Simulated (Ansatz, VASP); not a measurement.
## CdTe: VASP beside Ansatz

```
CELL_PARAMETERS angstrom
0.00000 3.06656 3.06656
3.06656 0.00000 3.06656
3.06656 3.06656 0.00000
ATOMIC_POSITIONS crystal
Cd 0.00000 0.00000 0.00000
Te 0.50000 0.50000 0.50000
```

Alike in both runs: task single point; functional PBE; k mesh 10 × 10 × 10; occupations fermi-dirac, width 0.03 eV; no spin polarisation.

|  | VASP | Ansatz |
| --- | --- | --- |
| version | VASP 6.6.1 | Ansatz 0.2.0 |
| potentials or method | VASP PAW PBE potentials, release 64 (Cd, Te), cutoff 520 eV | all-electron LAPW, scalar-relativistic |

|  | VASP | Ansatz | Ansatz less VASP |
| --- | --- | --- | --- |
| pressure (GPa) | 0.0 | -0.2 | -0.15 |

Ansatz ran all-electron here, and VASP with PAW potentials.

Neither program's run includes spin-orbit coupling.
